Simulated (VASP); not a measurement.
Mg8Si4H (a cell with a defect), 13 atoms in the cell. The cell holds a defect, 13 atoms: a = 6.391 Å, b = 6.391 Å, c = 6.391 Å, α = 90.00°, β = 90.00°, γ = 90.00°. 

```yaml
Program: VASP 6.6.1
Task: single point
Functional: PBE
Potentials_or_basis: VASP PAW PBE potentials, release 64 (Mg, Si, H)
Cutoff: 520 eV
k_mesh: 3 × 3 × 3
Occupations: gaussian, width 0.1 eV
Spin: no spin polarisation
Dipole_correction: no
Further_INCAR_settings: ALGO = Normal; EDIFF = 1e-07; NBANDS = 28
```

Potentials or basis: VASP PAW PBE potentials, release 64 (Mg, Si, H).

The run is started by

```bash
$ cat potpaw_PBE.64/Mg/POTCAR potpaw_PBE.64/Si/POTCAR potpaw_PBE.64/H/POTCAR > POTCAR
$ mpirun -np 1 vasp_std > vasp.out
```

Hardware: 1 thread of Intel(R) Xeon(R) Platinum 8488C (Sapphire Rapids), with other jobs on the host.

Q: Estimate the wall time of this run.

A: Run time: 110 s on 1 thread of Intel(R) Xeon(R) Platinum 8488C (Sapphire Rapids), on a shared host, peak memory 0.36 GiB. Counts: scf iterations 15, k points 14.
